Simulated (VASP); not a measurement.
## Ti: single point with PBE

Crystal: Ti.

```
Ti
1.0
    -1.62762    1.62762   -1.62762
    -1.62762   -1.62762    1.62762
    -1.08508    6.51047    6.51047
Ti
4
Direct
  0.70833 0.70833 0.87500
  0.45833 0.45833 0.12500
  0.87500 0.87500 0.37500
  0.29167 0.29167 0.62500
```

```
Program                : VASP 6.6.1
Task                   : single point
Functional             : PBE
Potentials or basis    : VASP PAW PBE potentials, release 64 (Ti_sv)
Cutoff                 : 520 eV
k mesh                 : 16 × 16 × 5
Occupations            : gaussian, width 0.15 eV
Spin                   : no spin polarisation
Dipole correction      : no
Further INCAR settings : ALGO = Fast; EDIFF = 1e-06; NBANDS = 32
```

- Pressure: -0.3 GPa
- Largest force: 1.155 eV/Å
- Band gap on the k mesh: zero (bands 24 and 25 overlap by 1.10 eV)

Forces in eV/Å, atoms in the order of the input:
```
Ti  -0.490 -0.740 -0.740
Ti   0.490  0.740  0.740
Ti  -0.155 -0.214 -0.214
Ti   0.155  0.214  0.214
```

Stress tensor (GPa, compression positive):
```
-3.95  1.19  1.19
 1.19  1.56 -0.54
 1.19 -0.54  1.56
```

Levels at points of the mesh, in eV from the Fermi level:
```tsv
k point	band 22	band 23	band 24	band 25	band 26	band 27
(0.00, 0.00, 0.00)	-0.26	-0.10	0.54	0.72	0.78	0.80
(0.50, 0.00, 0.00)	-0.69	-0.32	-0.16	-0.05	0.20	0.84
(0.50, 0.50, 0.00)	-1.12	-0.96	-0.09	0.39	0.86	1.20
```

Run time: 31 min on 1 thread of AMD EPYC 9R45 96-Core Processor (Zen 5), with other jobs on the host, peak memory 0.58 GiB.

Caveat: forces of over 1 eV/Å act on the atoms, so gaps and moduli don't describe the material at rest.
